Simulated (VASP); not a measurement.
# Ta: single point with PBE

The system is Ta.

```
Ta
1.0
    -1.61757    1.61757    1.61757
     1.61757   -1.61757    1.61757
     1.61757    1.61757   -1.61757
Ta
1
Direct
  0.00000 0.00000 0.00000
```

| Item | Value |
| --- | --- |
| Program | VASP 6.6.1 |
| Task | single point |
| Functional | PBE |
| Potentials or basis | VASP PAW PBE potentials, release 64 (Ta_pv) |
| Cutoff | 520 eV |
| k mesh | 12 × 12 × 12 |
| Occupations | fermi-dirac, width 0.15 eV |
| Spin | no spin polarisation |
| Dipole correction | no |
| Further INCAR settings | ALGO = Normal; EDIFF = 1e-06; NBANDS = 12 |

```json
{
 "Pressure": "17.6 GPa"
}
```

Levels at points of the mesh, in eV from the Fermi level:
```
           k point  band 3  band 4  band 5  band 6  band 7  band 8
(0.00, 0.00, 0.00)  -32.84   -8.18    0.70    0.70    0.70    4.20
(0.50, 0.00, 0.00)  -32.85   -4.69   -1.76    1.86    4.13    5.23
(0.50, 0.50, 0.50)  -33.83   -4.22   -4.22    7.33    7.33    7.33
```

Wall time 6 s on 1 thread of Intel(R) Xeon(R) Platinum 8375C CPU @ 2.90GHz (Ice Lake), on a shared host, peak memory 0.14 GiB.

Caveat: spin-orbit coupling is left out, which moves the levels of the heavy elements.
